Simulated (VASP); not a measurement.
**Lu: single point with PBE**

The system is Lu.

```xyz
2
Lattice="3.5071 0.0000 0.0000 -1.7535 3.0372 0.0000 0.0000 0.0000 5.4773" Properties=species:S:1:pos:R:3 pbc="T T T"
Lu    0.0000    2.0248    1.3693
Lu    1.7535    1.0124    4.1080
```

- Program: VASP 6.6.1
- Task: single point
- Functional: PBE
- Potentials or basis: VASP PAW PBE potentials, release 64 (Lu)
- Cutoff: 520 eV
- k mesh: 10 × 10 × 6
- Occupations: fermi-dirac, width 1 eV
- Spin: no spin polarisation

The pressure is 4.5 GPa and the band gap on the k mesh is zero (band 25 reaches 3.45 eV, above the bottom of band 26 at 1.59 eV).

Stress tensor (GPa, compression positive):
```
3.52 0.00 0.00
0.00 3.52 0.00
0.00 0.00 6.59
```

Levels at points of the mesh, in eV from the Fermi level:
```csv
k point,band 22,band 23,band 24,band 25,band 26,band 27
"(0.00, 0.00, 0.00)",-5.19,-5.18,-2.26,0.77,2.32,2.32
"(0.50, 0.00, 0.00)",-5.19,-2.22,-1.27,-0.71,-0.24,1.72
"(0.00, 0.00, 0.50)",-5.19,-4.23,-4.23,1.35,1.35,2.22
"(0.50, 0.00, 0.50)",-5.20,-1.97,-1.97,0.23,0.23,1.48
```

It took 3 min on 1 thread of Oxide Virtual Turin-like Processor, on a shared host, peak memory 0.2 GiB.

Caveat: spin-orbit coupling is left out, which moves the levels of the heavy elements.
